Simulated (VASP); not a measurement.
# BaTiO3: single point with PBE+D3(BJ)

The system is BaTiO3.

```
CELL_PARAMETERS angstrom
4.02629 0.00000 0.00000
0.00000 4.02629 0.00000
0.00000 0.00000 4.04461
ATOMIC_POSITIONS crystal
Ba 0.00000 0.00000 0.00000
Ti 0.50000 0.50000 0.49000
O 0.00000 0.50000 0.51700
O 0.50000 0.00000 0.51700
O 0.50000 0.50000 0.01900
```

```json
{
  "Program": "VASP 6.6.1",
  "Task": "single point",
  "Functional": "PBE",
  "Dispersion": "D3(BJ)",
  "Potentials or basis": "VASP PAW PBE potentials, release 64 (Ba_sv, Ti_sv, O_h)",
  "Cutoff": "910 eV",
  "k mesh": "7 × 7 × 7",
  "Occupations": "fermi-dirac, width 0.05 eV",
  "Spin": "no spin polarisation",
  "Dipole correction": "no",
  "Second run": "hard_potentials",
  "Further INCAR settings": "ALGO = Normal; EDIFF = 1e-06; NBANDS = 28"
}
```

```
Pressure                   : -2.7 GPa
Largest force              : 0.409 eV/Å
Band gap on the k mesh     : 1.83 eV, indirect (least direct gap 2.04 eV)
Dispersion energy per atom : -0.259 eV
```

Forces on the atoms (eV/Å):
```
Ba   0.000  0.000  0.058
Ti   0.000  0.000 -0.226
O    0.000  0.000 -0.120
O    0.000  0.000 -0.120
O    0.000  0.000  0.409
```

Stress tensor (GPa, compression positive):
```
-3.00  0.00  0.00
 0.00 -3.00  0.00
 0.00  0.00 -2.18
```

Levels at points of the mesh, in eV from the valence-band top:
| k point | band 16 | band 17 | band 18 | band 19 | band 20 | band 21 | band 22 | band 23 | band 24 | band 25 |
| --- | --- | --- | --- | --- | --- | --- | --- | --- | --- | --- |
| (0.00, 0.00, 0.00) | -1.10 | -1.01 | -0.23 | -0.21 | -0.21 | 1.83 | 2.04 | 2.04 | 3.92 | 4.02 |

It took 100 s on 1 thread of Intel(R) Xeon(R) Platinum 8488C (Sapphire Rapids) (shared host), peak memory 0.36 GiB.

Caveat: the cutoff is under 1.25 times the usual one of these potentials, so pressure, stress and relaxed cells hold a basis-set (Pulay) error; spin-orbit coupling is left out, which moves the levels of the heavy elements. A k mesh can miss the band edges.
